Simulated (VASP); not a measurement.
# ZrB (Pm-3m) in VASP: a series of runs

The runs below take ZrB through relaxation of cell and atoms, with PBE.

Program: VASP 6.6.1. These are calculated values, not measurements. Logs are shortened: lines on timing, memory, paths and dates and some standing lists are left out, and cuts for length are marked.

## (1) The cell of the first run

The structure is cubic, space group Pm-3m (No. 221). Conventional cell: a = 3.020 Å, b = 3.020 Å, c = 3.020 Å, α = 90.00°, β = 90.00°, γ = 90.00°. Within 3.5 Å of Zr (site symmetry m-3m) lie 8 B at 2.62 Å and 6 Zr at 3.02 Å. B (site symmetry m-3m) has 8 Zr at 2.62 Å and 6 B at 3.02 Å within 3.5 Å.

## (2) Relaxation of cell and atoms, PBE

INCAR reads:

```
PREC = Accurate ; ENCUT = 600
EDIFF = 1E-7 ; ISMEAR = -1
SIGMA = 0.1 ; LREAL = False
LASPH = True ; NELM = 100
ALGO = Normal ; ISIF = 3
LWAVE = False ; LCHARG = False
GGA = PE ; IBRION = 2
NSW = 60 ; EDIFFG = -0.03
```

KPOINTS reads:

```
regular mesh
0
Gamma
  8 8 8
```

POSCAR reads:

```
ZrB
1.0
    3.0200000000      0.0000000000      0.0000000000
    0.0000000000      3.0200000000      0.0000000000
    0.0000000000      0.0000000000      3.0200000000
Zr B
1 1
Direct
    0.0000000000      0.0000000000      0.0000000000
    0.5000000000      0.5000000000      0.5000000000
```

Potentials or basis: VASP PAW PBE potentials, release 64 (Zr_sv, B).

Command:

```
$ cat potpaw_PBE.64/Zr_sv/POTCAR potpaw_PBE.64/B/POTCAR > POTCAR
$ mpirun -np 1 vasp_std > vasp.out
```

OUTCAR:

```text
PREC = Accurate
   ENCUT = 600
   EDIFF = 1E-7
   ISMEAR = -1
   LREAL = False
   LASPH = True
   NELM = 100
   ISIF = 3
   GGA = PE
   IBRION = 2
   NSW = 60
   EDIFFG = -0.03

 ion  position               nearest neighbor table
   1  0.000  0.000  0.000-   2 2.62   2 2.62   2 2.62   2 2.62   2 2.62   2 2.62   2 2.62   2 2.62

   2  0.500  0.500  0.500-   1 2.62   1 2.62   1 2.62   1 2.62   1 2.62   1 2.62   1 2.62   1 2.62

  LATTYP: Found a simple cubic cell.
 ALAT       =     3.0200000000

  Lattice vectors:

 A1 = (   3.0200000000,   0.0000000000,   0.0000000000)
 A2 = (   0.0000000000,   3.0200000000,   0.0000000000)
 A3 = (   0.0000000000,   0.0000000000,   3.0200000000)

Analysis of symmetry for initial positions (statically):
=====================================================================
 Subroutine PRICEL returns:
 Original cell was already a primitive cell.

 Routine SETGRP: Setting up the symmetry group for a
 simple cubic supercell.

 Subroutine GETGRP returns: Found 48 space group operations
 (whereof 48 operations were pure point group operations)
 out of a pool of 48 trial point group operations.

The static configuration has the point symmetry O_h .

Analysis of symmetry for dynamics (positions and initial velocities):
=====================================================================
 Subroutine PRICEL returns:
 Original cell was already a primitive cell.

 Routine SETGRP: Setting up the symmetry group for a
 simple cubic supercell.

 Subroutine GETGRP returns: Found 48 space group operations
 (whereof 48 operations were pure point group operations)
 out of a pool of 48 trial point group operations.

The dynamic configuration has the point symmetry O_h .

 Subroutine INISYM returns: Found 48 space group operations
 (whereof 48 operations are pure point group operations),
 and found     1 'primitive' translations

----------------------------------------------------------------------------------------

                                     Primitive cell

  volume of cell :      27.5436

  direct lattice vectors                    reciprocal lattice vectors
     3.020000000  0.000000000  0.000000000     0.331125828  0.000000000  0.000000000
     0.000000000  3.020000000  0.000000000     0.000000000  0.331125828  0.000000000
     0.000000000  0.000000000  3.020000000     0.000000000  0.000000000  0.331125828

  length of vectors
     3.020000000  3.020000000  3.020000000     0.331125828  0.331125828  0.331125828

  position of ions in fractional coordinates (direct lattice)
     0.000000000  0.000000000  0.000000000
     0.500000000  0.500000000  0.500000000

  ion indices of the primitive-cell ions
   primitive index   ion index
                 1           1
                 2           2

----------------------------------------------------------------------------------------

 KPOINTS: regular mesh

Automatic generation of k-mesh.
 Grid dimensions read from file:
 generate k-points for:    8    8    8

 Generating k-lattice:

  Cartesian coordinates                     Fractional coordinates (reciprocal lattice)
     0.041390728  0.000000000  0.000000000     0.125000000  0.000000000  0.000000000
     0.000000000  0.041390728  0.000000000     0.000000000  0.125000000  0.000000000
     0.000000000  0.000000000  0.041390728     0.000000000  0.000000000  0.125000000

  Length of vectors
     0.041390728  0.041390728  0.041390728

  Shift w.r.t. Gamma in fractional coordinates (k-lattice)
     0.000000000  0.000000000  0.000000000

 Subroutine IBZKPT returns following result:
 ===========================================

 Found     35 irreducible k-points:

 Following reciprocal coordinates:
            Coordinates               Weight
  0.000000  0.000000  0.000000      1.000000
  0.125000  0.000000  0.000000      6.000000
  0.250000  0.000000  0.000000      6.000000
  0.375000  0.000000  0.000000      6.000000
  0.500000  0.000000  0.000000      3.000000
  0.125000  0.125000  0.000000     12.000000
[... 16 lines left out ...]
  0.375000  0.375000  0.125000     24.000000
  0.500000  0.375000  0.125000     24.000000
 [... further k-points ...]
   k-points           NKPTS =     35   k-points in BZ     NKDIM =     35   number of bands    NBANDS=     11
   number of dos      NEDOS =    301   number of ions     NIONS =      2
   total plane-waves  NPLWV =  13824
   dimension x,y,z NGX =    24 NGY =   24 NGZ =   24
   dimension x,y,z NGXF=    48 NGYF=   48 NGZF=   48
   ions per type =               1   1
   NGX,Y,Z   is equivalent  to a cutoff of  13.21, 13.21, 13.21 a.u.
   NGXF,Y,Z  is equivalent  to a cutoff of  26.42, 26.42, 26.42 a.u.
 SYSTEM =  unknown system
   PREC   = accura    normal or accurate (medium, high low for compatibility)
   ISTART =      0    job   : 0-new  1-cont  2-samecut
   ICHARG =      2    charge: 1-file 2-atom 10-const
   ISPIN  =      1    spin polarized calculation?
   LNONCOLLINEAR =      F non collinear calculations
   LSORBIT =      F    spin-orbit coupling
   LASPH  =      T    aspherical Exc in radial PAW
   ENCUT  =  600.0 eV  44.10 Ry    6.64 a.u.   6.03  6.03  6.03*2*pi/ulx,y,z
   NELM   =    100;   NELMIN=  2; NELMDL= -5     # of ELM steps
   EDIFF  = 0.1E-06   stopping-criterion for ELM
   LREAL  =      F    real-space projection
   EDIFFG = -.3E-01   stopping-criterion for IOM
   NSW    =     60    number of steps for IOM
   IBRION =      2    ionic relax: 0-MD 1-quasi-New 2-CG
   NFREE  =      1    steps in history (QN), initial steepest desc. (CG)
   ISIF   =      3    stress and relaxation
   ISYM   =      2    0-nonsym 1-usesym 2-fastsym
   POTIM  = 0.5000    time-step for ionic-motion
   TEBEG  =    0.0;   TEEND  =   0.0 temperature during run
   PSTRESS=    0.0 pullay stress
   NELECT =      15.0000    total number of electrons
   NUPDOWN=      -1.0000    fix difference up-down
   EMIN   =  10.00;   EMAX   =-10.00  energy-range for DOS
   EFERMI =   0.00;   METHOD = LEGACY
   ISMEAR =    -1;   SIGMA  =   0.10  broadening in eV -4-tet -1-fermi 0-gaus
   EFERMI_NEDOS =   21; number of points for ismear=-14 and -15
   IALGO  =     38    algorithm
   IMIX   =      4    mixing-type and parameters
     AMIX     =   0.40;   BMIX     =  1.00
     AMIX_MAG =   1.60;   BMIX_MAG =  1.00
  volume/ion in A,a.u.               =      13.77        92.94
  Fermi-wavevector in a.u.,A,eV,Ry     =   1.336898  2.526371 24.317646  1.787297
  Thomas-Fermi vector in A             =   2.465489
   LORBIT       =      0    0 simple, 1 ext, 2 COOP (PROOUT), +10 PAW based schemes
   GGA     = PE    functional components
   LHFCALC =     F    Hartree Fock is set to
   AEXX    =    0.0000 exact exchange contribution
   IVDW    =     0    specifies the selected vdW correction
   LEPSILON=     F    determine dielectric tensor
   LRPA    =     F    only Hartree local field effects (RPA)
 conjugate gradient relaxation of ions
 non-spin polarized calculation
  energy-cutoff  :      600.00
  volume of cell :       27.54
 maximum number of plane-waves:       936
   NGX = 13   NGY = 13   NGZ = 13

--------------------------------------- Ionic step        1  -------------------------------------------

 number of electron      14.9999999 magnetization

 Free energy of the ion-electron system (eV)
  ---------------------------------------------------
  ext. energy  EPLUGINS =         0.00000000
  ---------------------------------------------------
  free energy    TOTEN  =       -15.00435112 eV

  energy without entropy =      -14.92282187  energy(sigma->0) =      -14.96358649

------------------------ aborting loop because EDIFF is reached ----------------------------------------

  FORCE on cell =-STRESS in cart. coord.  units (eV):
  Direction    XX          YY          ZZ          XY          YZ          ZX
  --------------------------------------------------------------------------------------
  -------------------------------------------------------------------------------------
  Total        0.1330668      0.1330668      0.1330668     -0.0000000     -0.0000000      0.0000000
  in kB        7.7403276      7.7403276      7.7403276     -0.0000000     -0.0000000      0.0000000
  external PRESSURE =       7.7403276 kB  Pullay stress =       0.0000000 kB
[... 57 lines left out ...]
  energy  without entropy=      -14.9218568976  energy(sigma->0) =      -14.96312231

--------------------------------------- Ionic step        3  -------------------------------------------

 number of electron      14.9999999 magnetization

 Free energy of the ion-electron system (eV)
  ---------------------------------------------------
  ext. energy  EPLUGINS =         0.00000000
  ---------------------------------------------------
  free energy    TOTEN  =       -15.00467772 eV

  energy without entropy =      -14.92263754  energy(sigma->0) =      -14.96365763

 E-fermi :   9.5842     XC(G=0): -11.8434

 val. band max:        9.5687365296   @ k =   0.2500   0.1250   0.1250
 cond. band min:       9.6536133762   @ k =   0.5000   0.3750   0.1250
 fundamental gap:      0.0848768466
 Fermi energy:         9.5842302072

 k-point     1 :       0.0000    0.0000    0.0000
  band No.  band energies     occupation
      1     -39.1202      2.00000
      2     -16.7624      2.00000
      3     -16.7624      2.00000
      4     -16.7624      2.00000
      5      -0.2271      2.00000
      6       7.6054      2.00000
      7       7.6054      2.00000
      8      11.9085      0.00000
      9      11.9085      0.00000
     10      11.9085      0.00000
     11      14.0690      0.00000
[... 309 lines left out ...]
 k-point    24 :       0.5000    0.3750    0.1250
  band No.  band energies     occupation
      1     -38.9285      2.00000
      2     -17.5529      2.00000
      3     -17.4080      2.00000
      4     -16.7242      2.00000
      5       2.6143      2.00000
      6       6.6013      2.00000
      7       7.1381      2.00000
      8       9.6536      0.66636
      9      11.1839      0.00000
     10      12.3799      0.00000
     11      13.1760      0.00000

 [... further k-points ...]
[... 5 lines left out ...]
  --------------------------------------------------------------------------------------
  -------------------------------------------------------------------------------------
  Total        0.0008985      0.0008985      0.0008985      0.0000000     -0.0000000     -0.0000000
  in kB        0.0520054      0.0520054      0.0520054      0.0000000     -0.0000000     -0.0000000
  external PRESSURE =       0.0520054 kB  Pullay stress =       0.0000000 kB
[... 17 lines left out ...]
  FREE ENERGIE OF THE ION-ELECTRON SYSTEM (eV)
  ---------------------------------------------------
  free  energy   TOTEN  =       -15.0046777250 eV

  energy  without entropy=      -14.9226375391  energy(sigma->0) =      -14.96365763

 reached required accuracy - stopping structural energy minimisation
```

Run time: 9.1 s. Hardware: 1 thread of Intel Xeon 6975P-C (Granite Rapids), shared host; peak memory 0.15 GiB.

Results:

| Quantity | Value |
| --- | --- |
| Free energy | -15.0047 eV |
| Relaxed volume | 13.84 Å³/atom |
| Relaxed cell | a = 3.025 Å, b = 3.025 Å, c = 3.025 Å, α = 90.00°, β = 90.00°, γ = 90.00° |
| Space group after relaxing (to 0.05 Å) | Pm-3m (No. 221) |
| Energy gained by relaxing | 0.2 meV/atom |
| Ionic steps | 3 |
| Pressure after relaxing | 0.0 GPa |

The path:
```
step  energy change (eV)  largest force (eV/Å)  pressure (GPa)  volume (Å³)
   1              0.0000                0.0000            0.77        27.54
   2              0.0000                0.0000           -0.71        27.81
   3             -0.0003                0.0000            0.01        27.68
```

Final structure:
```cif
data_structure
_symmetry_space_group_name_H-M 'P 1'
_symmetry_Int_Tables_number 1
_cell_length_a 3.0250
_cell_length_b 3.0250
_cell_length_c 3.0250
_cell_angle_alpha 90.000
_cell_angle_beta 90.000
_cell_angle_gamma 90.000
_cell_volume 27.68
loop_
_atom_site_label
_atom_site_type_symbol
_atom_site_fract_x
_atom_site_fract_y
_atom_site_fract_z
_atom_site_occupancy
Zr1 Zr 0.00000 0.00000 0.00000 1
B1 B 0.50000 0.50000 0.50000 1
```

## (3) Relaxation of cell and atoms, PBE, target pressure 10 GPa, at which the enthalpy is minimised

INCAR reads:

```
SYSTEM = ZrB
PREC = Accurate ; ENCUT = 600
EDIFF = 1E-6 ; ISMEAR = -1
SIGMA = 0.1 ; LREAL = .False.
LASPH = .True. ; NELM = 100
ALGO = Normal ; ISIF = 3
LWAVE = .False. ; LCHARG = .False.
GGA = PE ; IBRION = 2
NSW = 60 ; EDIFFG = -0.03
PSTRESS = 100.0
```

KPOINTS reads:

```
Automatic mesh
0
Gamma
  8 8 8
  0 0 0
```

POSCAR is that of step 2.

Potentials or basis: VASP PAW PBE potentials, release 64 (Zr_sv, B).

Command:

```
$ cat potpaw_PBE.64/Zr_sv/POTCAR potpaw_PBE.64/B/POTCAR > POTCAR
$ mpirun -np 1 vasp_std > vasp.out
```

Run time: 9.1 s. Hardware: 1 thread of Intel Xeon 6975P-C (Granite Rapids), shared host; peak memory 0.15 GiB.

It converged, with:

```
Free energy                                            : -14.9595 eV
Relaxed volume                                         : 13.07 Å³/atom
Relaxed cell                                           : a = 2.968 Å, b = 2.968 Å, c = 2.968 Å, α = 90.00°, β = 90.00°, γ = 90.00°
Space group after relaxing (to 0.05 Å)                 : Pm-3m (No. 221)
Energy change on relaxing (the enthalpy is what falls) : +22.4 meV/atom
Ionic steps                                            : 3
Pressure after relaxing                                : 9.9 GPa
```

Step by step:
| step | energy change (eV) | largest force (eV/Å) | pressure (GPa) | volume (Å³) |
| --- | --- | --- | --- | --- |
| 1 | 0.0000 | 0.0000 | 0.79 | 27.54 |
| 2 | 0.2134 | 0.0000 | 23.82 | 24.51 |
| 3 | 0.0448 | 0.0000 | 9.88 | 26.14 |

Final structure:
```cif
data_structure
_symmetry_space_group_name_H-M 'P 1'
_symmetry_Int_Tables_number 1
_cell_length_a 2.9679
_cell_length_b 2.9679
_cell_length_c 2.9679
_cell_angle_alpha 90.000
_cell_angle_beta 90.000
_cell_angle_gamma 90.000
_cell_volume 26.14
loop_
_atom_site_label
_atom_site_type_symbol
_atom_site_fract_x
_atom_site_fract_y
_atom_site_fract_z
_atom_site_occupancy
Zr1 Zr 0.00000 0.00000 0.00000 1
B1 B 0.50000 0.50000 0.50000 1
```

Levels at points of the mesh, in eV from the Fermi level:
```
           k point  band 5  band 6  band 7  band 8  band 9  band 10  band 11
(0.00, 0.00, 0.00)  -10.04   -2.16   -2.16    2.44    2.44     2.44     4.78
(0.50, 0.00, 0.00)   -6.38   -5.62   -1.05   -0.58   -0.58     5.24     6.35
(0.50, 0.50, 0.00)   -7.56   -1.80   -1.80   -0.97    2.22     2.22     3.55
(0.50, 0.50, 0.50)   -5.09   -5.09   -5.09   -3.16    7.24     7.24     8.18
```

Caveat: the cell is relaxed towards a set pressure, so the enthalpy falls and the energy may rise.

(Part 1 of 2 ends here.)
